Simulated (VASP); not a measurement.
# LiF (I4/mmm) in VASP: notebook, part 3 of 3

VASP 6.6.1.

### Step 5. Electric field gradients, LDA (equal xx and yy strain of +1 %)

File INCAR:

```
PREC = Accurate ; ENCUT = 520
EDIFF = 1E-8 ; ISMEAR = -1
SIGMA = 0.03 ; LREAL = F
LASPH = T ; NELM = 100
ALGO = Normal ; ISIF = 2
LWAVE = F ; LCHARG = F
GGA = CA ; LEFG = T
NBANDS = 12
```

File KPOINTS:

```
Automatic mesh
0
Gamma
  10 10 10
```

File POSCAR:

```
LiF
1.0
    0.0000000000      2.0341400000      2.0140000000
    2.0341400000      0.0000000000      2.0140000000
    2.0341400000      2.0341400000      0.0000000000
Li F
1 1
Direct
    0.0000000000      0.0000000000      0.0000000000
    0.5000000000      0.5000000000      0.5000000000
```

Potentials or basis: VASP PAW LDA potentials, release 64 (Li_sv, F).

The run is started by

```bash
cat potpaw_LDA.64/Li_sv/POTCAR potpaw_LDA.64/F/POTCAR > POTCAR
mpirun -np 1 vasp_std > vasp.out
```

OUTCAR:

```text
PREC = Accurate
   ENCUT = 520
   EDIFF = 1E-8
   ISMEAR = -1
   LREAL = F
   LASPH = T
   NELM = 100
   ISIF = 2
   GGA = CA

 ion  position               nearest neighbor table
   1  0.000  0.000  0.000-   2 2.01   2 2.01   2 2.03   2 2.03   2 2.03   2 2.03
   2  0.500  0.500  0.500-   1 2.01   1 2.01   1 2.03   1 2.03   1 2.03   1 2.03

  LATTYP: Found a body centered tetragonal cell.
 ALAT       =     2.8767083758
 C/A-ratio  =     1.4002114479

  Lattice vectors:

 A1 = (   0.0000000000,  -2.0341400000,  -2.0140000000)
 A2 = (   0.0000000000,   2.0341400000,  -2.0140000000)
 A3 = (   2.0341400000,   0.0000000000,   2.0140000000)

Analysis of symmetry for initial positions (statically):
=====================================================================
 Subroutine PRICEL returns:
 Original cell was already a primitive cell.
[... 553 lines left out ...]
  energy-cutoff  :      520.00
  volume of cell :       16.67
      direct lattice vectors                 reciprocal lattice vectors
     0.000000000  2.034140000  2.014000000    -0.245804124  0.245804124  0.248262165
     2.034140000  0.000000000  2.014000000     0.245804124 -0.245804124  0.248262165
     2.034140000  2.034140000  0.000000000     0.245804124  0.245804124 -0.248262165

 POSITION                                       TOTAL-FORCE (eV/Angst)
 -----------------------------------------------------------------------------------
      0.00000      0.00000      0.00000        -0.000000      0.000000     -0.000000
      2.03414      2.03414      2.01400         0.000000     -0.000000      0.000000
 -----------------------------------------------------------------------------------
    total drift:                               -0.000000     -0.000000      0.000000

  FREE ENERGIE OF THE ION-ELECTRON SYSTEM (eV)
  ---------------------------------------------------
  free  energy   TOTEN  =       -10.4576922633 eV

  energy  without entropy=      -10.4576922632  energy(sigma->0) =      -10.45769226

 Electric field gradients (V/A^2)
---------------------------------------------------------------------
 ion       V_xx      V_yy      V_zz      V_xy      V_xz      V_yz
---------------------------------------------------------------------
   1       0.024     0.024    -0.048    -0.001    -0.002    -0.002
   2       0.180     0.180    -0.361    -0.001    -0.001    -0.001
---------------------------------------------------------------------

 Electric field gradients after diagonalization (V/A^2)
 (convention: |V_zz| > |V_xx| > |V_yy|)
----------------------------------------------------------------------
 ion       V_xx      V_yy      V_zz     asymmetry (V_yy - V_xx)/ V_zz
----------------------------------------------------------------------
   1       0.025     0.023    -0.048       0.057
   2       0.181     0.180    -0.361       0.003
----------------------------------------------------------------------

           NMR quadrupolar parameters

 Cq : quadrupolar parameter    Cq=e*Q*V_zz/h
 eta: asymmetry parameters     (V_yy - V_xx)/ V_zz
 Q  : nuclear electric quadrupole moment in mb (millibarn)
----------------------------------------------------------------------
 ion       Cq(MHz)       eta       Q (mb)
----------------------------------------------------------------------
   1      -0.000       0.057       1.000
   2      -0.001       0.003       1.000
----------------------------------------------------------------------
```

OSZICAR:

```text
N       E                     dE             d eps       ncg     rms          rms(c)
DAV:   1     0.311528845540E+02    0.31153E+02   -0.54119E+03  2588   0.840E+02
DAV:   2    -0.987243791227E+01   -0.41025E+02   -0.40040E+02  2928   0.185E+02
DAV:   3    -0.109423437672E+02   -0.10699E+01   -0.10675E+01  3216   0.265E+01
DAV:   4    -0.109526874253E+02   -0.10344E-01   -0.10343E-01  2840   0.280E+00
DAV:   5    -0.109528071451E+02   -0.11972E-03   -0.11972E-03  3156   0.224E-01    0.423E+00
DAV:   6    -0.104751975785E+02    0.47761E+00   -0.23320E+00  2724   0.917E+00    0.138E+00
DAV:   7    -0.104635182766E+02    0.11679E-01   -0.15347E-02  3380   0.107E+00    0.797E-01
DAV:   8    -0.104577033569E+02    0.58149E-02   -0.96320E-03  3424   0.103E+00    0.987E-02
DAV:   9    -0.104576760346E+02    0.27322E-04   -0.64876E-04  2780   0.231E-01    0.371E-02
DAV:  10    -0.104576927358E+02   -0.16701E-04   -0.31230E-05  2840   0.396E-02    0.663E-03
DAV:  11    -0.104576922741E+02    0.46166E-06   -0.14349E-06  3100   0.123E-02    0.133E-03
DAV:  12    -0.104576922714E+02    0.27869E-08   -0.29227E-07  3524   0.412E-03    0.694E-04
DAV:  13    -0.104576922633E+02    0.80977E-08   -0.20010E-08  2348   0.117E-03
   1 F= -.10457692E+02 E0= -.10457692E+02  d E =-.314326E-10
```

stdout:

```text
POSCAR found type information on POSCAR LiF
 POSCAR found :  2 types and       2 ions
 scaLAPACK will be used
 LDA part: xc-table for (Slater(with rela. corr.)+CA(PZ))
 , standard interpolation
 POSCAR, INCAR and KPOINTS ok, starting setup
 FFT: planning ... GRIDC
 FFT: planning ... GRID_SOFT
 FFT: planning ... GRID
 WAVECAR not read
 entering main loop
ion   1

ion   2
```

Wall time 6.6 s (1 thread of Intel Xeon 6975P-C (Granite Rapids), shared host); peak memory 0.13 GiB.

Results:

| Property | Result |
| --- | --- |
| Free energy | -10.4577 eV |
| Band gap on the k mesh | 8.65 eV, direct |

Electric field gradients, principal values (V/Å²):
| atom | least | middle | greatest (by size) |
| --- | --- | --- | --- |
| 1 Li | 0.023 | 0.025 | -0.048 |
| 2 F | 0.180 | 0.181 | -0.361 |

Caveat: the cell differs from its parent crystal (equal xx and yy strain of +1 %); the cutoff is under 1.25 times the usual one of these potentials, so pressure, stress and relaxed cells hold a basis-set (Pulay) error; without QUAD_EFG the Cq values of the log hold for a quadrupole moment of 1 mb, not for the nuclei.

### Step 6. Electric field gradients, LDA (equal xx and yy strain of +2 %)

File INCAR:

```
ALGO = Normal
EDIFF = 1E-8
ENCUT = 520
ISIF = 2
ISMEAR = -1
LASPH = T
LCHARG = F
LEFG = T
LREAL = F
LWAVE = F
NBANDS = 12
NELM = 100
PREC = Accurate
SIGMA = 0.03
```

File KPOINTS:

```
k-points
0
Gamma
  10 10 10
```

File POSCAR:

```
LiF
1.0
    0.0000000000      2.0542800000      2.0140000000
    2.0542800000      0.0000000000      2.0140000000
    2.0542800000      2.0542800000      0.0000000000
Li F
1 1
Direct
    0.0000000000      0.0000000000      0.0000000000
    0.5000000000      0.5000000000      0.5000000000
```

Potentials or basis: VASP PAW LDA potentials, release 64 (Li_sv, F).

The run is started by

```bash
cat potpaw_LDA.64/Li_sv/POTCAR potpaw_LDA.64/F/POTCAR > POTCAR
mpirun -np 1 vasp_std > vasp.out
```

OUTCAR:

```text
EDIFF = 1E-8
   ENCUT = 520
   ISIF = 2
   ISMEAR = -1
   LASPH = T
   LREAL = F
   NELM = 100
   PREC = Accurate

 ion  position               nearest neighbor table
   1  0.000  0.000  0.000-   2 2.01   2 2.01   2 2.05   2 2.05   2 2.05   2 2.05
   2  0.500  0.500  0.500-   1 2.01   1 2.01   1 2.05   1 2.05   1 2.05   1 2.05

  LATTYP: Found a body centered tetragonal cell.
 ALAT       =     2.9051906369
 C/A-ratio  =     1.3864838847

  Lattice vectors:

 A1 = (   0.0000000000,  -2.0542800000,  -2.0140000000)
 A2 = (   0.0000000000,   2.0542800000,  -2.0140000000)
 A3 = (   2.0542800000,   0.0000000000,   2.0140000000)

Analysis of symmetry for initial positions (statically):
=====================================================================
 Subroutine PRICEL returns:
 Original cell was already a primitive cell.

 Routine SETGRP: Setting up the symmetry group for a
 body centered tetragonal supercell.

 Subroutine GETGRP returns: Found 16 space group operations
 (whereof 16 operations were pure point group operations)
 out of a pool of 16 trial point group operations.

The static configuration has the point symmetry D_4h.

Analysis of symmetry for dynamics (positions and initial velocities):
=====================================================================
 Subroutine PRICEL returns:
 Original cell was already a primitive cell.

 Routine SETGRP: Setting up the symmetry group for a
 body centered tetragonal supercell.

 Subroutine GETGRP returns: Found 16 space group operations
 (whereof 16 operations were pure point group operations)
 out of a pool of 16 trial point group operations.

The dynamic configuration has the point symmetry D_4h.

 Subroutine INISYM returns: Found 16 space group operations
 (whereof 16 operations are pure point group operations),
 and found     1 'primitive' translations

----------------------------------------------------------------------------------------

                                     Primitive cell

  volume of cell :      16.9984

  direct lattice vectors                    reciprocal lattice vectors
     0.000000000  2.054280000  2.014000000    -0.243394279  0.243394279  0.248262165
     2.054280000  0.000000000  2.014000000     0.243394279 -0.243394279  0.248262165
     2.054280000  2.054280000  0.000000000     0.243394279  0.243394279 -0.248262165

  length of vectors
     2.876849374  2.876849374  2.905190637     0.424400345  0.424400345  0.424400345

  position of ions in fractional coordinates (direct lattice)
     0.000000000  0.000000000  0.000000000
     0.500000000  0.500000000  0.500000000

  ion indices of the primitive-cell ions
   primitive index   ion index
                 1           1
                 2           2

----------------------------------------------------------------------------------------

 KPOINTS: k-points

Automatic generation of k-mesh.
 Grid dimensions read from file:
 generate k-points for:   10   10   10

 Generating k-lattice:

  Cartesian coordinates                     Fractional coordinates (reciprocal lattice)
[... 75 lines left out ...]
   ISMEAR =    -1;   SIGMA  =   0.03  broadening in eV -4-tet -1-fermi 0-gaus
   EFERMI_NEDOS =   21; number of points for ismear=-14 and -15
   IALGO  =     38    algorithm
   IMIX   =      4    mixing-type and parameters
     AMIX     =   0.40;   BMIX     =  1.00
     AMIX_MAG =   1.60;   BMIX_MAG =  1.00
  volume/ion in A,a.u.               =       8.50        57.36
  Fermi-wavevector in a.u.,A,eV,Ry     =   1.371740  2.592213 25.601697  1.881672
  Thomas-Fermi vector in A             =   2.497410
   LORBIT       =      0    0 simple, 1 ext, 2 COOP (PROOUT), +10 PAW based schemes
   GGA     = CA    functional components
   LHFCALC =     F    Hartree Fock is set to
   AEXX    =    0.0000 exact exchange contribution
   IVDW    =     0    specifies the selected vdW correction
   LEPSILON=     F    determine dielectric tensor
   LRPA    =     F    only Hartree local field effects (RPA)
 non-spin polarized calculation
  energy-cutoff  :      520.00
  volume of cell :       17.00
 maximum number of plane-waves:       479
 NGX is ok and might be reduce to    24
   NGX = 11   NGY = 11   NGZ = 11

 number of electron      10.0000000 magnetization

 number of electron       9.9999996 magnetization

 Free energy of the ion-electron system (eV)
  ---------------------------------------------------
  ext. energy  EPLUGINS =         0.00000000
  ---------------------------------------------------
  free energy    TOTEN  =       -10.44095743 eV

  energy without entropy =      -10.44095743  energy(sigma->0) =      -10.44095743

 E-fermi :  -0.8309     XC(G=0): -10.4730

 val. band max:       -1.5202624522   @ k =   0.0000   0.0000   0.0000
 cond. band min:       6.9493809017   @ k =   0.0000   0.0000   0.0000
 fundamental gap:      8.4696433539
 Fermi energy:        -0.8309363256

 k-point     1 :       0.0000    0.0000    0.0000
  band No.  band energies     occupation
      1     -41.3721      2.00000
      2     -20.9978      2.00000
      3      -1.5706      2.00000
      4      -1.5203      2.00000
      5      -1.5203      2.00000
      6       6.9494      0.00000
      7      21.2757      0.00000
      8      21.2757      0.00000
      9      21.7148      0.00000
     10      21.9345      0.00000
     11      21.9345      0.00000
     12      22.0995      0.00000
[... 331 lines left out ...]
 k-point    24 :       0.4000    0.3000    0.0000
  band No.  band energies     occupation
      1     -41.3101      2.00000
      2     -20.4777      2.00000
      3      -3.7975      2.00000
      4      -2.4064      2.00000
      5      -2.3038      2.00000
      6      10.9638      0.00000
      7      14.4355      0.00000
      8      16.3018      0.00000
      9      17.5400      0.00000
     10      18.6092      0.00000
     11      31.3434      0.00000
     12      32.1125      0.00000

 [... further k-points ...]
[... 5 lines left out ...]
  --------------------------------------------------------------------------------------
  -------------------------------------------------------------------------------------
  Total       -0.9614919     -0.9614919     -0.8641870      0.0000000     -0.0000000      0.0000000
  in kB      -90.6248841    -90.6248841    -81.4534693      0.0000000     -0.0000000      0.0000000
  external PRESSURE =     -87.5677458 kB  Pullay stress =       0.0000000 kB

 VOLUME and BASIS-vectors are now :
 -----------------------------------------------------------------------------
  energy-cutoff  :      520.00
  volume of cell :       17.00
      direct lattice vectors                 reciprocal lattice vectors
     0.000000000  2.054280000  2.014000000    -0.243394279  0.243394279  0.248262165
     2.054280000  0.000000000  2.014000000     0.243394279 -0.243394279  0.248262165
     2.054280000  2.054280000  0.000000000     0.243394279  0.243394279 -0.248262165

 POSITION                                       TOTAL-FORCE (eV/Angst)
 -----------------------------------------------------------------------------------
      0.00000      0.00000      0.00000         0.000000      0.000000      0.000000
      2.05428      2.05428      2.01400        -0.000000     -0.000000      0.000000
 -----------------------------------------------------------------------------------
    total drift:                               -0.000000     -0.000000      0.000000

  FREE ENERGIE OF THE ION-ELECTRON SYSTEM (eV)
  ---------------------------------------------------
  free  energy   TOTEN  =       -10.4409574346 eV

  energy  without entropy=      -10.4409574346  energy(sigma->0) =      -10.44095743

 Electric field gradients (V/A^2)
---------------------------------------------------------------------
 ion       V_xx      V_yy      V_zz      V_xy      V_xz      V_yz
---------------------------------------------------------------------
   1       0.051     0.051    -0.103    -0.002    -0.003    -0.003
   2       0.304     0.304    -0.609    -0.001    -0.002    -0.002
---------------------------------------------------------------------

 Electric field gradients after diagonalization (V/A^2)
 (convention: |V_zz| > |V_xx| > |V_yy|)
----------------------------------------------------------------------
 ion       V_xx      V_yy      V_zz     asymmetry (V_yy - V_xx)/ V_zz
----------------------------------------------------------------------
   1       0.053     0.050    -0.103       0.031
   2       0.305     0.303    -0.609       0.003
----------------------------------------------------------------------

           NMR quadrupolar parameters

 Cq : quadrupolar parameter    Cq=e*Q*V_zz/h
 eta: asymmetry parameters     (V_yy - V_xx)/ V_zz
 Q  : nuclear electric quadrupole moment in mb (millibarn)
----------------------------------------------------------------------
 ion       Cq(MHz)       eta       Q (mb)
----------------------------------------------------------------------
   1      -0.000       0.031       1.000
   2      -0.001       0.003       1.000
----------------------------------------------------------------------
```

Wall time 7 s (1 thread of Intel Xeon 6975P-C (Granite Rapids), shared host); peak memory 0.13 GiB.

Results:

```yaml
Free_energy: -10.4410 eV
Band_gap_on_the_k_mesh: 8.47 eV, direct
```

Electric field gradients, principal values (V/Å²):
| atom | least | middle | greatest (by size) |
| --- | --- | --- | --- |
| 1 Li | 0.050 | 0.053 | -0.103 |
| 2 F | 0.303 | 0.305 | -0.609 |

Caveat: the cell differs from its parent crystal (equal xx and yy strain of +2 %); the cutoff is under 1.25 times the usual one of these potentials, so pressure, stress and relaxed cells hold a basis-set (Pulay) error; without QUAD_EFG the Cq values of the log hold for a quadrupole moment of 1 mb, not for the nuclei.

### Step 7. The runs side by side

```tsv
cell	gap on the mesh (eV)
a = 2.877, b = 2.877, c = 2.848 Å, angles 60.3, 60.3, 59.3°, 2 atoms	8.63
a = 2.863, b = 2.863, c = 2.877 Å, angles 59.8, 59.8, 60.3°, 2 atoms	8.65
a = 2.877, b = 2.877, c = 2.905 Å, angles 59.7, 59.7, 60.7°, 2 atoms	8.47
```

Alike in all rows: task electric field gradients; level LDA; potentials or basis VASP PAW LDA potentials, release 64 (Li_sv, F); no spin polarisation; k mesh 10 × 10 × 10; cutoff (eV) 520; smearing fermi-dirac 0.03 eV.

Caveats: the cutoff is under 1.25 times the usual one of these potentials, so pressure, stress and relaxed cells hold a basis-set (Pulay) error.

Absolute energies hang on the potentials; compare differences alone.
